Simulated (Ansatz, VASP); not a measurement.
**Two plane-wave programs on SrPd5**

Contents of INCAR:

```
SYSTEM = SrPd5
  PREC = Accurate
  ENCUT = 520
  EDIFF = 1E-6
  ISMEAR = -1
  SIGMA = 0.1
  LREAL = .False.
  LASPH = .True.
  NELM = 80
  ALGO = Normal
  ISIF = 2
  LWAVE = .False.
  LCHARG = .True.
  LELF = .True.
  LVHAR = .True.
  NBANDS = 39
```

Contents of KPOINTS:

```
Automatic mesh
0
Gamma
  6 6 6
  0 0 0
```

File POSCAR:

```
SrPd5
1.0
    5.3830000000      0.0000000000      0.0000000000
   -2.6915000000      4.6618100000      0.0000000000
    0.0000000000      0.0000000000      4.3920000000
Sr Pd
1 5
Direct
    0.0000000000      0.0000000000      0.0000000000
    0.3333333333      0.6666666667      0.0000000000
    0.6666666667      0.3333333333      0.0000000000
    0.5000000000      0.0000000000      0.5000000000
    0.5000000000      0.5000000000      0.5000000000
    0.0000000000      0.5000000000      0.5000000000
```

Input for Ansatz:

```yaml
crystal:
  lattice:
    - [5.383, 0.0, 0.0]
    - [-2.6915, 4.66181, 0.0]
    - [0.0, 0.0, 4.392]
  atoms:
    - { symbol: Sr, position: [0.0, 0.0, 0.0] }
    - { symbol: Pd, position: [0.3333333333333333, 0.6666666666666666, 0.0] }
    - { symbol: Pd, position: [0.6666666666666666, 0.3333333333333333, 0.0] }
    - { symbol: Pd, position: [0.5, 0.0, 0.5] }
    - { symbol: Pd, position: [0.5, 0.5, 0.5] }
    - { symbol: Pd, position: [0.0, 0.5, 0.5] }
kpoints:
  mp_grid:
    grid: [6, 6, 6]
hamiltonian:
  xc: lda
scf:
  occupations:
    method: fermi_dirac
output:
  forces: true
  stress: true
```

Alike in both runs: task single point; functional LDA; k mesh 6 × 6 × 6; no spin polarisation.

```csv
,VASP,Ansatz
version,VASP 6.6.1,Ansatz 0.2.0
potentials or method,"VASP PAW LDA potentials, release 64 (Sr_sv, Pd)","plane waves, PAW"
plane-wave cutoff (eV),520,420
occupations,"fermi-dirac, width 0.1 eV",fermi-dirac
valence electrons in the cell,60,100
```

```csv
,VASP,Ansatz,Ansatz less VASP
pressure (GPa),-5.8,-6.1,-0.28
"traceless stress, the component that is largest in VASP (GPa)",-0.49,-0.47,+0.027
```

LDA's correlation is that of Perdew and Zunger in VASP and of Perdew and Wang (1992) in Ansatz. VASP's potentials hold 60 valence electrons a cell and Ansatz's 100, so a difference there can come from the potentials and not from the codes.
